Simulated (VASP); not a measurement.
Mg: electric field gradients with PBE

Crystal: Mg.

```
Mg
1.0
     3.20927    0.00000    0.00000
    -1.60464    2.77931    0.00000
     0.00000    0.00000    5.10612
Mg
2
Direct
  0.33333 0.66667 0.25000
  0.66667 0.33333 0.75000
```

This cell differs from its parent crystal: zz strain of -2 %.

```yaml
Program: VASP 6.6.1
Task: electric field gradients
Functional: PBE
Potentials_or_basis: VASP PAW PBE potentials, release 64 (Mg)
Cutoff: 520 eV
k_mesh: 12 × 12 × 7
Occupations: fermi-dirac, width 0.08 eV
Spin: no spin polarisation
Dipole_correction: no
Further_INCAR_settings: ALGO = Normal; EDIFF = 1e-08; NBANDS = 9
```

- Pressure: 0.2 GPa
- Band gap on the k mesh: zero (bands 2 and 3 overlap by 2.00 eV)
- Largest electric field gradient by atom: Mg -0.07 V/Å²

Stress tensor (GPa, compression positive):
```
0.03 0.00 0.00
0.00 0.03 0.00
0.00 0.00 0.41
```

Levels at points of the mesh, in eV from the Fermi level:
| k point | band 1 | band 2 | band 3 | band 4 | band 5 | band 6 | band 7 |
| --- | --- | --- | --- | --- | --- | --- | --- |
| (0.00, 0.00, 0.00) | -6.92 | -1.54 | -1.00 | 10.82 | 10.82 | 10.90 | 10.90 |
| (0.50, 0.00, 0.00) | -2.16 | -2.15 | 2.75 | 3.12 | 3.50 | 3.85 | 6.77 |

Wall time 13 s on 1 thread of Intel(R) Xeon(R) Platinum 8375C CPU @ 2.90GHz (Ice Lake) (shared host), peak memory 0.17 GiB.

Caveat: the cell differs from its parent crystal (zz strain of -2 %); without QUAD_EFG the Cq values of the log hold for a quadrupole moment of 1 mb, not for the nuclei.
